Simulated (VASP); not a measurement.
BaTe: single point with HSE06

Crystal: BaTe.

```
Ba Te
1.0
    -0.01766    3.53239    3.53239
     3.53239   -0.01766    3.53239
     3.51472    3.51472    0.00000
Ba Te
1 1
Direct
  0.00000 0.00000 0.00000
  0.50000 0.50000 0.50000
```

This cell differs from its parent crystal: shear xy strain -1.0%.

```
Program             : VASP 6.6.1
Task                : single point
Functional          : HSE06
Potentials or basis : VASP PAW PBE potentials, release 64 (Ba_sv, Te)
Cutoff              : 400 eV
k mesh              : 4 × 4 × 4
Occupations         : gaussian, width 0.01 eV
Spin                : no spin polarisation
```

```
Pressure               : 0.0 GPa
Band gap on the k mesh : 2.28 eV (least direct gap 2.70 eV)
```

Stress tensor (GPa, compression positive):
```
-0.03  0.12  0.00
 0.12 -0.03  0.00
 0.00  0.00 -0.03
```

Levels at points of the mesh, in eV from the valence-band top:
```
           k point  band 6  band 7  band 8  band 9  band 10  band 11
(0.00, 0.00, 0.00)   -0.03   -0.02    0.00    3.52     3.73     3.77
(0.50, 0.00, 0.00)   -2.34   -1.15   -1.12    4.86     5.64     5.82
(0.50, 0.50, 0.00)   -1.27   -0.47   -0.42    2.28     5.31     5.36
(0.00, 0.00, 0.50)   -2.34   -1.18   -1.15    4.85     5.66     5.84
(0.50, 0.00, 0.50)   -1.27   -0.45   -0.45    2.28     5.30     5.36
```

Run time: 19 min on 1 thread of Intel(R) Xeon(R) Platinum 8488C (Sapphire Rapids), on a shared host, peak memory 0.31 GiB.

Caveat: the cell differs from its parent crystal (shear xy strain -1.0%); the PAW data sets were made with another functional, which shifts forces and pressure a little; spin-orbit coupling is left out, which moves the levels of the heavy elements. A k mesh can miss the band edges.
